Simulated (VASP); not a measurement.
Here is a VASP 6.6.1 calculation.

Contents of INCAR:

```
PREC = Accurate ; ENCUT = 520
EDIFF = 1E-6 ; ISMEAR = 0
SIGMA = 0.02 ; LREAL = False
LASPH = True ; NELM = 100
ALGO = Normal ; ISIF = 2
LWAVE = False ; LCHARG = False
GGA = PE ; NBANDS = 17
```

KPOINTS

```
regular mesh
0
Gamma
  10 10 10
```

File POSCAR:

```
SnSe
1.0
    0.0000000000      3.0308108258      3.0308108258
    3.0308108258      0.0000000000      3.0308108258
    3.0308108258      3.0308108258      0.0000000000
Sn Se
1 1
Direct
    0.0000000000      0.0000000000      0.0000000000
    0.5000000000      0.5000000000      0.5000000000
```

Potentials or basis: VASP PAW PBE potentials, release 64 (Sn_d, Se).

Command:

```bash
$ cat potpaw_PBE.64/Sn_d/POTCAR potpaw_PBE.64/Se/POTCAR > POTCAR
$ mpirun -np 1 vasp_std > vasp.out
```

Problem. Predict the band gap on the k mesh.

Solution. 0.49 eV, indirect (least direct gap 0.49 eV).

Problem. What does it give for the pressure?

Solution. 0.0 GPa.

Caveat: spin-orbit coupling is left out, which moves the levels of the heavy elements. A k mesh can miss the band edges.
